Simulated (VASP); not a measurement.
Input of a VASP 6.6.1 run:

The input INCAR:

```
  PREC = Accurate
  ENCUT = 520
  EDIFF = 1E-6
  ISMEAR = -1
  SIGMA = 0.1
  LREAL = F
  LASPH = T
  NELM = 60
  ALGO = Normal
  ISIF = 2
  LWAVE = F
  LCHARG = F
  GGA = RP
  NBANDS = 18
```

Contents of KPOINTS:

```
regular mesh
0
Gamma
  12 12 3
```

File POSCAR:

```
Sb
1.0
    3.2266621371      0.0000000000      0.0000000000
   -1.6133310685      2.7943713801      0.0000000000
    0.0000000000      0.0000000000     10.9555332558
Sb
4
Direct
    1.0000000000      1.0000000000      0.0000000000
    1.0000000000      1.0000000000      0.5000000000
    0.3333333333      0.6666666667      0.2500000000
    0.6666666667      0.3333333333      0.7500000000
```

Potentials or basis: VASP PAW PBE potentials, release 64 (Sb).

Launch:

```sh
$ cat potpaw_PBE.64/Sb/POTCAR > POTCAR
$ mpirun -np 1 vasp_std > vasp.out
```

Problem. Estimate the band gap on the k mesh.

Solution. Zero (band 10 reaches 15.06 eV, above the bottom of band 11 at 7.31 eV).

Problem. What does it give for the pressure?

Solution. 9.5 GPa.

Stress tensor (GPa, compression positive):
```
10.06  0.00  0.00
 0.00 10.06  0.00
 0.00  0.00  8.44
```

Caveat: the PAW data sets were made with another functional, which shifts forces and pressure a little; spin-orbit coupling is left out, which moves the levels of the heavy elements.
